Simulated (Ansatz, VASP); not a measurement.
# P: VASP beside Ansatz

```xyz
2
Lattice="-1.6238 2.4146 1.9333 1.6238 -2.4146 1.9333 1.6238 2.4146 -1.9333" Properties=species:S:1:pos:R:3 pbc="T T T"
P     0.0000    3.6218    0.2061
P     1.6238   -1.2073    1.7272
```

Change from the starting cell: strain -0.040 along x and y, +0.040 along z, atoms carried along.

Alike in both runs: task single point; functional PBEsol; k mesh 18 × 18 × 18; occupations gaussian, width 0.15 eV; no spin polarisation.

|  | VASP | Ansatz |
| --- | --- | --- |
| version | VASP 6.6.1 | Ansatz 0.2.0 |
| potentials or method | VASP PAW PBE potentials, release 64 (P), cutoff 520 eV | scalar-relativistic, plane waves, PAW |
| valence electrons in the cell | 10 | 10 |

|  | VASP | Ansatz | Ansatz less VASP |
| --- | --- | --- | --- |
| gap on the k mesh at the Fermi level (eV) | none | none | - |
| pressure (GPa) | 4.5 | 4.5 | -0.05 |
| traceless stress, the component that is largest in VASP (GPa) | -6.54 | -6.40 | +0.134 |
| rms of the force components (eV/Å) | 0.207 | 0.230 | +0.0233 |

VASP's potentials were made for PBE, not for PBEsol. Atom by atom the forces differ by 0.023 eV/Å (rms over components). A gap of «none» marks a metal or a gap that the smearing closes.
